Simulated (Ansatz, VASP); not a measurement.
## Two plane-wave programs on SiC

```
Si C
1.0
     3.05536    0.00000    0.00000
    -1.52768    2.64602    0.00000
     0.00000    0.00000    5.01412
Si C
2 2
Cartesian
  1.5277 0.8820 2.5071
  0.0000 1.7640 0.0000
  1.5277 0.8820 4.4375
  0.0000 1.7640 1.9304
```

Alike in both runs: task single point; functional LDA; k mesh 10 × 10 × 5; occupations fermi-dirac, width 0.05 eV; no spin polarisation.

|  | VASP | Ansatz |
| --- | --- | --- |
| version | VASP 6.6.1 | Ansatz 0.2.0 |
| potentials or method | VASP PAW LDA potentials, release 64 (Si, C) | Ansatz PAW |
| plane-wave cutoff (eV) | 520 | 420 |
| valence electrons in the cell | 16 | 16 |

Ansatz gave:

* gap on the k mesh at the Fermi level (eV): 2.34
* least direct gap on the mesh (eV): 4.03
* pressure (GPa): 0.5
* traceless stress, the component that is largest in VASP (GPa): -3.38
* rms of the force components (eV/Å): 0.442

**Question.** Which values does VASP return?

**Answer.** gap on the k mesh at the Fermi level (eV): 2.32; least direct gap on the mesh (eV): 4.02; pressure (GPa): 0.9; traceless stress, the component that is largest in VASP (GPa): -3.39; rms of the force components (eV/Å): 0.443.

LDA's correlation is that of Perdew and Zunger in VASP and of Perdew and Wang (1992) in Ansatz. Atom by atom the forces differ by 0.001 eV/Å (rms over components).

Noted on Ansatz's run: odd divisions of the mesh miss points on the zone boundary, where band edges often lie, so the gap on the mesh can be too wide.
